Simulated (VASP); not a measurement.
Co:

```
Co
1.0
     3.59790    1.79895    1.79895
     1.79895    3.59790    1.79895
     1.79895    1.79895    3.59790
Co
2
Direct
  0.00000 0.00000 0.00000
  0.50000 0.50000 0.50000
```

Base run:

* Program: VASP 6.6.1
* Functional: PBE
* Potentials or basis: VASP PAW PBE potentials, release 64 (Co)
* Cutoff: 520 eV
* k mesh: 11 × 11 × 11
* Occupations: gaussian, width 0.1 eV
* Spin: collinear spin, ferromagnetic start
* Starting moments: [1.92, 1.92] μB

Its results: pressure -12.8 GPa; net moment 3.30 μB per cell.

Question: The run is repeated on the same cell with these changes: moments at the start from [1.92, 1.92] to [0.09, 0.09]. What comes out?

Answer: Pressure -23.4 GPa; net moment 0.00 μB per cell.
